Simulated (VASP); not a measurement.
# Pb (Fd-3m) in VASP: further runs

The runs below take Pb through single point, with PBE.

All numbers are computed with VASP 6.6.1; they aren't measurements. Logs are shortened: lines on timing, memory, paths and dates and some standing lists are left out, and cuts for length are marked.

## (1) The cell of the first run

The structure is cubic, space group Fd-3m (No. 227). Conventional cell: a = 6.738 Å, b = 6.738 Å, c = 6.738 Å, α = 90.00°, β = 90.00°, γ = 90.00°. Within 3.8 Å of Pb (site symmetry -43m) lie 4 Pb at 2.92 Å.

This isn't the form of Pb at room conditions, which is fcc.

## (2) Single point, PBE (38.23 Å³/atom)

INCAR

```
PREC = Accurate ; ENCUT = 520
EDIFF = 1E-6 ; ISMEAR = -1
SIGMA = 0.05 ; LREAL = F
LASPH = T ; NELM = 100
ALGO = Fast ; ISIF = 2
LWAVE = F ; LCHARG = T
GGA = PE ; LELF = T
LVHAR = T ; NBANDS = 21
```

KPOINTS

```
regular mesh
0
Gamma
  7 7 7
```

POSCAR

```
Pb
1.0
    0.0000000000      3.3687966822      3.3687966822
    3.3687966822      0.0000000000      3.3687966822
    3.3687966822      3.3687966822      0.0000000000
Pb
2
Direct
    0.2500000000      0.2500000000      0.2500000000
    0.0000000000      0.0000000000      0.0000000000
```

Potentials or basis: VASP PAW PBE potentials, release 64 (Pb_d).

On the command line:

```sh
cat potpaw_PBE.64/Pb_d/POTCAR > POTCAR
mpirun -np 1 vasp_std > vasp.out
```

OUTCAR:

```text
PREC = Accurate
   ENCUT = 520
   EDIFF = 1E-6
   ISMEAR = -1
   LREAL = F
   LASPH = T
   NELM = 100
   ISIF = 2
   GGA = PE

 ion  position               nearest neighbor table
   1  0.250  0.250  0.250-   2 2.92   2 2.92   2 2.92   2 2.92
   2  0.000  0.000  0.000-   1 2.92   1 2.92   1 2.92   1 2.92

  LATTYP: Found a face centered cubic cell.
 ALAT       =     6.7375933644

  Lattice vectors:

 A1 = (   0.0000000000,   3.3687966822,   3.3687966822)
 A2 = (   3.3687966822,   0.0000000000,   3.3687966822)
 A3 = (   3.3687966822,   3.3687966822,   0.0000000000)

Analysis of symmetry for initial positions (statically):
=====================================================================
 Subroutine PRICEL returns:
 Original cell was already a primitive cell.

 Routine SETGRP: Setting up the symmetry group for a
 face centered cubic supercell.

 Subroutine GETGRP returns: Found 48 space group operations
 (whereof 24 operations were pure point group operations)
 out of a pool of 48 trial point group operations.

The static configuration has the point symmetry T_d .
 The point group associated with its full space group is O_h .

Analysis of symmetry for dynamics (positions and initial velocities):
=====================================================================
 Subroutine PRICEL returns:
 Original cell was already a primitive cell.

 Routine SETGRP: Setting up the symmetry group for a
 face centered cubic supercell.

 Subroutine GETGRP returns: Found 48 space group operations
 (whereof 24 operations were pure point group operations)
 out of a pool of 48 trial point group operations.

The dynamic configuration has the point symmetry T_d .
 The point group associated with its full space group is O_h .

 Subroutine INISYM returns: Found 48 space group operations
 (whereof 24 operations are pure point group operations),
 and found     1 'primitive' translations

----------------------------------------------------------------------------------------

                                     Primitive cell

  volume of cell :      76.4635

  direct lattice vectors                    reciprocal lattice vectors
     0.000000000  3.368796682  3.368796682    -0.148420949  0.148420949  0.148420949
     3.368796682  0.000000000  3.368796682     0.148420949 -0.148420949  0.148420949
     3.368796682  3.368796682  0.000000000     0.148420949  0.148420949 -0.148420949

  length of vectors
     4.764197957  4.764197957  4.764197957     0.257072624  0.257072624  0.257072624

  position of ions in fractional coordinates (direct lattice)
     0.250000000  0.250000000  0.250000000
     0.000000000  0.000000000  0.000000000

  ion indices of the primitive-cell ions
   primitive index   ion index
                 1           1
                 2           2

----------------------------------------------------------------------------------------

 KPOINTS: regular mesh

Automatic generation of k-mesh.
 Grid dimensions read from file:
 generate k-points for:    7    7    7

 Generating k-lattice:

  Cartesian coordinates                     Fractional coordinates (reciprocal lattice)
    -0.021202993  0.021202993  0.021202993     0.142857143  0.000000000  0.000000000
     0.021202993 -0.021202993  0.021202993     0.000000000  0.142857143  0.000000000
     0.021202993  0.021202993 -0.021202993     0.000000000  0.000000000  0.142857143

  Length of vectors
     0.036724661  0.036724661  0.036724661

  Shift w.r.t. Gamma in fractional coordinates (k-lattice)
     0.000000000  0.000000000  0.000000000

 Subroutine IBZKPT returns following result:
 ===========================================

 Found     20 irreducible k-points:

 Following reciprocal coordinates:
            Coordinates               Weight
  0.000000  0.000000  0.000000      1.000000
  0.142857  0.000000  0.000000      8.000000
  0.285714  0.000000  0.000000      8.000000
  0.428571  0.000000  0.000000      8.000000
  0.142857  0.142857  0.000000      6.000000
  0.285714  0.142857  0.000000     24.000000
[... 12 lines left out ...]
 -0.428571  0.428571  0.142857     24.000000
 -0.285714  0.428571  0.142857     24.000000
   k-points           NKPTS =     20   k-points in BZ     NKDIM =     20   number of bands    NBANDS=     21
   number of dos      NEDOS =    301   number of ions     NIONS =      2
   total plane-waves  NPLWV =  46656
   dimension x,y,z NGX =    36 NGY =   36 NGZ =   36
   dimension x,y,z NGXF=    72 NGYF=   72 NGZF=   72
   ions per type =               2
   NGX,Y,Z   is equivalent  to a cutoff of  12.56, 12.56, 12.56 a.u.
   NGXF,Y,Z  is equivalent  to a cutoff of  25.12, 25.12, 25.12 a.u.
 SYSTEM =  unknown system
   PREC   = accura    normal or accurate (medium, high low for compatibility)
   ISTART =      0    job   : 0-new  1-cont  2-samecut
   ICHARG =      2    charge: 1-file 2-atom 10-const
   ISPIN  =      1    spin polarized calculation?
   LNONCOLLINEAR =      F non collinear calculations
   LSORBIT =      F    spin-orbit coupling
   LASPH  =      T    aspherical Exc in radial PAW
   ENCUT  =  520.0 eV  38.22 Ry    6.18 a.u.   8.86  8.86  8.86*2*pi/ulx,y,z
   NELM   =    100;   NELMIN=  2; NELMDL= -5     # of ELM steps
   EDIFF  = 0.1E-05   stopping-criterion for ELM
   LREAL  =      F    real-space projection
   EDIFFG = 0.1E-04   stopping-criterion for IOM
   NSW    =      0    number of steps for IOM
   IBRION =     -1    ionic relax: 0-MD 1-quasi-New 2-CG
   NFREE  =      0    steps in history (QN), initial steepest desc. (CG)
   ISIF   =      2    stress and relaxation
   ISYM   =      2    0-nonsym 1-usesym 2-fastsym
   POTIM  = 0.5000    time-step for ionic-motion
   TEBEG  =    0.0;   TEEND  =   0.0 temperature during run
   PSTRESS=    0.0 pullay stress
   NELECT =      28.0000    total number of electrons
   NUPDOWN=      -1.0000    fix difference up-down
   EMIN   =  10.00;   EMAX   =-10.00  energy-range for DOS
   EFERMI =   0.00;   METHOD = LEGACY
   ISMEAR =    -1;   SIGMA  =   0.05  broadening in eV -4-tet -1-fermi 0-gaus
   EFERMI_NEDOS =   21; number of points for ismear=-14 and -15
   IALGO  =     68    algorithm
   IMIX   =      4    mixing-type and parameters
     AMIX     =   0.40;   BMIX     =  1.00
     AMIX_MAG =   1.60;   BMIX_MAG =  1.00
  volume/ion in A,a.u.               =      38.23       258.00
  Fermi-wavevector in a.u.,A,eV,Ry     =   1.171231  2.213306 18.664241  1.371783
  Thomas-Fermi vector in A             =   2.307678
   LORBIT       =      0    0 simple, 1 ext, 2 COOP (PROOUT), +10 PAW based schemes
   GGA     = PE    functional components
   LHFCALC =     F    Hartree Fock is set to
   AEXX    =    0.0000 exact exchange contribution
   IVDW    =     0    specifies the selected vdW correction
   LEPSILON=     F    determine dielectric tensor
   LRPA    =     F    only Hartree local field effects (RPA)
 non-spin polarized calculation
 RMM-DIIS sequential band-by-band and
  energy-cutoff  :      520.00
  volume of cell :       76.46
 maximum number of plane-waves:      2085
   NGX = 17   NGY = 17   NGZ = 17

 number of electron      28.0000003 magnetization

 Free energy of the ion-electron system (eV)
  ---------------------------------------------------
  ext. energy  EPLUGINS =         0.00000000
  ---------------------------------------------------
  free energy    TOTEN  =        -6.45238036 eV

  energy without entropy =       -6.44646396  energy(sigma->0) =       -6.44942216

 E-fermi :   4.9263     XC(G=0):  -8.6955

 val. band max:        4.8839666770   @ k =  -0.1429   0.1429   0.0000
 cond. band min:       4.9699448616   @ k =   0.1429   0.0000   0.0000
 fundamental gap:      0.0859781846
 Fermi energy:         4.9263443440

 k-point     1 :       0.0000    0.0000    0.0000
  band No.  band energies     occupation
      1     -12.4127      2.00000
      2     -12.4127      2.00000
      3     -12.4127      2.00000
      4     -12.3256      2.00000
      5     -12.3256      2.00000
      6     -11.8237      2.00000
[... 13 lines left out ...]
     20      12.9555      0.00000
     21      12.9555      0.00000

 k-point     2 :       0.1429    0.0000    0.0000
  band No.  band energies     occupation
      1     -12.4347      2.00000
      2     -12.4347      2.00000
      3     -12.4078      2.00000
      4     -12.2935      2.00000
      5     -12.2935      2.00000
      6     -11.8564      2.00000
[... 13 lines left out ...]
     20      12.2514      0.00000
     21      12.2626      0.00000

 k-point     3 :       0.2857    0.0000    0.0000
  band No.  band energies     occupation
      1     -12.4585      2.00000
      2     -12.4585      2.00000
      3     -12.3964      2.00000
      4     -12.2502      2.00000
      5     -12.2502      2.00000
      6     -11.8906      2.00000
[... 13 lines left out ...]
     20      12.2562      0.00000
     21      12.2562      0.00000

 k-point     4 :       0.4286    0.0000    0.0000
  band No.  band energies     occupation
      1     -12.4677      2.00000
      2     -12.4677      2.00000
      3     -12.3869      2.00000
      4     -12.2298      2.00000
      5     -12.2298      2.00000
      6     -11.9034      2.00000
[... 13 lines left out ...]
     20      13.2098      0.00000
     21      13.2099      0.00000

 k-point     5 :       0.1429    0.1429    0.0000
  band No.  band energies     occupation
      1     -12.4334      2.00000
      2     -12.4293      2.00000
      3     -12.4293      2.00000
      4     -12.2986      2.00000
      5     -12.2590      2.00000
      6     -11.9273      2.00000
[... 13 lines left out ...]
     20      11.0853      0.00000
     21      13.4446      0.00000
[... 286 lines left out ...]
     20      12.8415      0.00000
     21      13.5984      0.00000

 k-point    18 :      -0.4286    0.2857    0.1429
  band No.  band energies     occupation
      1     -12.5172      2.00000
      2     -12.4943      2.00000
      3     -12.3114      2.00000
      4     -12.1790      2.00000
      5     -12.1270      2.00000
      6     -12.0630      2.00000
[... 13 lines left out ...]
     20      13.2345      0.00000
     21      13.6178      0.00000

 k-point    19 :      -0.4286    0.4286    0.1429
  band No.  band energies     occupation
      1     -12.5093      2.00000
      2     -12.5063      2.00000
      3     -12.3009      2.00000
      4     -12.1892      2.00000
      5     -12.1197      2.00000
      6     -12.0323      2.00000
[... 13 lines left out ...]
     20      13.6737      0.00000
     21      14.8953      0.00000

 k-point    20 :      -0.2857    0.4286    0.1429
  band No.  band energies     occupation
      1     -12.5283      2.00000
      2     -12.5077      2.00000
      3     -12.2630      2.00000
      4     -12.1534      2.00000
      5     -12.1049      2.00000
      6     -12.0530      2.00000
[... 13 lines left out ...]
     20      13.7059      0.00000
     21      15.0141      0.00000

------------------------ aborting loop because EDIFF is reached ----------------------------------------

  FORCE on cell =-STRESS in cart. coord.  units (eV):
  Direction    XX          YY          ZZ          XY          YZ          ZX
  --------------------------------------------------------------------------------------
  -------------------------------------------------------------------------------------
  Total        2.3452092      2.3452092      2.3452092     -0.0000000      0.0000000     -0.0000000
  in kB       49.1402958     49.1402958     49.1402958     -0.0000000      0.0000000     -0.0000000
  external PRESSURE =      49.1402958 kB  Pullay stress =       0.0000000 kB

 VOLUME and BASIS-vectors are now :
 -----------------------------------------------------------------------------
  energy-cutoff  :      520.00
  volume of cell :       76.46
      direct lattice vectors                 reciprocal lattice vectors
     0.000000000  3.368796682  3.368796682    -0.148420949  0.148420949  0.148420949
     3.368796682  0.000000000  3.368796682     0.148420949 -0.148420949  0.148420949
     3.368796682  3.368796682  0.000000000     0.148420949  0.148420949 -0.148420949

 POSITION                                       TOTAL-FORCE (eV/Angst)
 -----------------------------------------------------------------------------------
      1.68440      1.68440      1.68440        -0.000000     -0.000000     -0.000000
      0.00000      0.00000      0.00000         0.000000      0.000000      0.000000
 -----------------------------------------------------------------------------------
    total drift:                                0.000000      0.000000      0.000000

  FREE ENERGIE OF THE ION-ELECTRON SYSTEM (eV)
  ---------------------------------------------------
  free  energy   TOTEN  =        -6.4523803575 eV

  energy  without entropy=       -6.4464639613  energy(sigma->0) =       -6.44942216
```

Wall time 36 s (1 thread of Intel Xeon Platinum 8259CL at 2.50GHz (Skylake/Cascade Lake), shared host); peak memory 0.2 GiB.

Results:

* Free energy: -6.4524 eV
* Pressure: 4.9 GPa
* Band gap on the k mesh: zero (bands 14 and 15 overlap by 1.21 eV)

Caveat: the cell stands under pressure; spin-orbit coupling is left out, which moves the levels of the heavy elements.

## (3) Single point, PBE (39.05 Å³/atom)

This run uses another cell than the first one, of 39.05 Å³/atom.

INCAR

```
SYSTEM = Pb
ALGO = Fast
EDIFF = 1E-6
ENCUT = 520
GGA = PE
ISIF = 2
ISMEAR = -1
LASPH = .True.
LCHARG = .True.
LELF = .True.
LREAL = .False.
LVHAR = .True.
LWAVE = .False.
NBANDS = 21
NELM = 60
PREC = Accurate
SIGMA = 0.05
```

KPOINTS

```
k-points
0
Gamma
  7 7 7
  0 0 0
```

POSCAR

```
Pb
1.0
    0.0000000000      3.3925213842      3.3925213842
    3.3925213842      0.0000000000      3.3925213842
    3.3925213842      3.3925213842      0.0000000000
Pb
2
Direct
    0.2500000000      0.2500000000      0.2500000000
    0.0000000000      0.0000000000      0.0000000000
```

Potentials or basis: VASP PAW PBE potentials, release 64 (Pb_d).

On the command line:

```sh
cat potpaw_PBE.64/Pb_d/POTCAR > POTCAR
mpirun -np 1 vasp_std > vasp.out
```

Run time: 31 s. Hardware: 1 thread of Intel Xeon Platinum 8259CL at 2.50GHz (Skylake/Cascade Lake), shared host; peak memory 0.2 GiB.

It converged, with:

```
Free energy            : -6.4983 eV
Pressure               : 4.0 GPa
Band gap on the k mesh : zero (bands 14 and 15 overlap by 1.18 eV)
```

Levels at points of the mesh, in eV from the Fermi level:
```tsv
k point	band 10	band 11	band 12	band 13	band 14	band 15	band 16	band 17	band 18	band 19
(0.00, 0.00, 0.00)	-16.70	-11.39	-3.70	0.42	0.42	0.42	2.44	2.44	2.44	4.14
```

Caveat: the cell stands under pressure; spin-orbit coupling is left out, which moves the levels of the heavy elements.

## (4) Single point, PBE (39.86 Å³/atom)

This run uses another cell than the first one, of 39.86 Å³/atom.

INCAR

```
SYSTEM = Pb
PREC = Accurate ; ENCUT = 520
EDIFF = 1E-7 ; ISMEAR = -1
SIGMA = 0.05 ; LREAL = .False.
LASPH = .True. ; NELM = 100
ALGO = Normal ; ISIF = 2
LWAVE = .False. ; LCHARG = .True.
GGA = PE ; LELF = .True.
LVHAR = .True. ; NBANDS = 21
```

KPOINTS

```
regular mesh
0
Gamma
  7 7 7
  0 0 0
```

POSCAR

```
Pb
1.0
    0.0000000000      3.4159188228      3.4159188228
    3.4159188228      0.0000000000      3.4159188228
    3.4159188228      3.4159188228      0.0000000000
Pb
2
Direct
    0.2500000000      0.2500000000      0.2500000000
    0.0000000000      0.0000000000      0.0000000000
```

On the command line:

```sh
cat potpaw_PBE.64/Pb_d/POTCAR > POTCAR
mpirun -np 1 vasp_std > vasp.out
```

Run time: 24 s. Hardware: 1 thread of Intel Xeon Platinum 8259CL at 2.50GHz (Skylake/Cascade Lake), shared host; peak memory 0.2 GiB.

The run converged. Its results:

* Free energy: -6.5348 eV
* Pressure: 3.1 GPa
* Band gap on the k mesh: zero (bands 14 and 15 overlap by 1.14 eV)

Levels at points of the mesh, in eV from the Fermi level:
| k point | band 12 | band 13 | band 14 | band 15 | band 16 | band 17 |
| --- | --- | --- | --- | --- | --- | --- |
| (0.00, 0.00, 0.00) | -3.82 | 0.41 | 0.41 | 0.41 | 2.42 | 2.42 |

Caveat: the cell stands under pressure; spin-orbit coupling is left out, which moves the levels of the heavy elements.

## (5) Single point, PBE

This run uses another cell than the first one, of 40.67 Å³/atom.

INCAR

```
SYSTEM = Pb
PREC = Accurate ; ENCUT = 520
EDIFF = 1E-6 ; ISMEAR = -1
SIGMA = 0.05 ; LREAL = .FALSE.
LASPH = .TRUE. ; NELM = 60
ALGO = Normal ; ISIF = 2
LWAVE = .FALSE. ; LCHARG = .FALSE.
GGA = PE ; NBANDS = 21
```

KPOINTS

```
regular mesh
0
G
  7 7 7
  0 0 0
```

POSCAR

```
Pb
1.0
    0.0000000000      3.4390000555      3.4390000555
    3.4390000555      0.0000000000      3.4390000555
    3.4390000555      3.4390000555      0.0000000000
Pb
2
Direct
    0.2500000000      0.2500000000      0.2500000000
    0.0000000000      0.0000000000      0.0000000000
```

On the command line:

```sh
cat potpaw_PBE.64/Pb_d/POTCAR > POTCAR
mpirun -np 1 vasp_std > vasp.out
```

Run time: 24 s. Hardware: 1 thread of Intel Xeon Platinum 8259CL at 2.50GHz (Skylake/Cascade Lake), shared host; peak memory 0.2 GiB.

It converged, with:

```
Free energy            : -6.5632 eV
Pressure               : 2.4 GPa
Band gap on the k mesh : zero (bands 14 and 15 overlap by 1.11 eV)
```

Levels at points of the mesh, in eV from the Fermi level:
| k point | band 11 | band 12 | band 13 | band 14 | band 15 | band 16 | band 17 | band 18 |
| --- | --- | --- | --- | --- | --- | --- | --- | --- |
| (0.00, 0.00, 0.00) | -11.14 | -3.93 | 0.40 | 0.40 | 0.40 | 2.41 | 2.41 | 2.41 |

Caveat: spin-orbit coupling is left out, which moves the levels of the heavy elements.

## (6) Overview

```csv
cell,gap on the mesh (eV),pressure (GPa)
"a = 4.764 Å, angles 60.0°, 2 atoms",none,4.9
"a = 4.798 Å, angles 60.0°, 2 atoms",none,4.0
"a = 4.831 Å, angles 60.0°, 2 atoms",none,3.1
"a = 4.863 Å, angles 60.0°, 2 atoms",none,2.4
```

Alike in all rows: task single point; level PBE; potentials or basis VASP PAW PBE potentials, release 64 (Pb_d); no spin polarisation; k mesh 7 × 7 × 7; cutoff (eV) 520; smearing fermi-dirac 0.05 eV.

Caveats: spin-orbit coupling is left out, which moves the levels of the heavy elements; the cell stands under pressure (at least some runs).

Absolute energies hang on the potentials; compare differences alone.

The gap in the log of VASP goes by the Fermi energy; the results here count the filled bands.